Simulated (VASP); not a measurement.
A run of VASP 6.6.1 is set up as follows.

INCAR

```
PREC = Accurate
ENCUT = 400
EDIFF = 1E-6
ISMEAR = 0
SIGMA = 0.1
LREAL = F
LASPH = T
NELM = 120
ALGO = Normal
ISIF = 2
LWAVE = F
LCHARG = T
LDIPOL = T
IDIPOL = 3
DIPOL = 0.5 0.5 0.292
GGA = PE
LELF = T
LVHAR = T
LVACPOTAV = T
NBANDS = 40
GGA_COMPAT = F
NELMDL = -8
```

File KPOINTS:

```
Automatic mesh
0
Gamma
  4 4 1
```

The input POSCAR:

```
Na4H
1.0
    7.2665054626      0.0000000000      0.0000000000
   -2.4221684875      6.8509270508      0.0000000000
    0.0000000000      0.0000000000     20.9665384335
Na H
8 2
Direct
    0.2500000000      0.2500000000      0.1907801811
    0.2500000000      0.7500000000      0.1907801811
    0.7500000000      0.2500000000      0.1907801811
    0.7500000000      0.7500000000      0.1907801811
    0.0000000000      0.0000000000      0.3322693660
    0.0000000000      0.5000000000      0.3322693660
    0.5000000000      0.0000000000      0.3322693660
    0.5000000000      0.5000000000      0.3322693660
    0.0854033960      0.3333333333      0.4147817944
    0.2479299373      0.3333333333      0.4147817944
```

Potentials or basis: VASP PAW PBE potentials, release 64 (Na_pv, H).

Run with:

```console
$ cat potpaw_PBE.64/Na_pv/POTCAR potpaw_PBE.64/H/POTCAR > POTCAR
$ mpirun -np 1 vasp_std > vasp.out
```

Task: What does it give for the largest force?

Result: 2.667 eV/Å.

Task: Estimate the band gap on the k mesh.

Result: Zero (bands 29 and 30 overlap by 0.69 eV).

Forces on the atoms (eV/Å):
```
Na   0.023 -0.009  0.017
Na   0.000  0.016  0.040
Na  -0.013 -0.004  0.009
Na  -0.006 -0.002  0.013
Na   0.003  0.054  0.053
Na  -0.070  0.051 -0.041
Na   0.003  0.056  0.018
Na   0.072  0.002  0.023
H    2.651 -0.111  0.013
H   -2.663 -0.053 -0.146
```
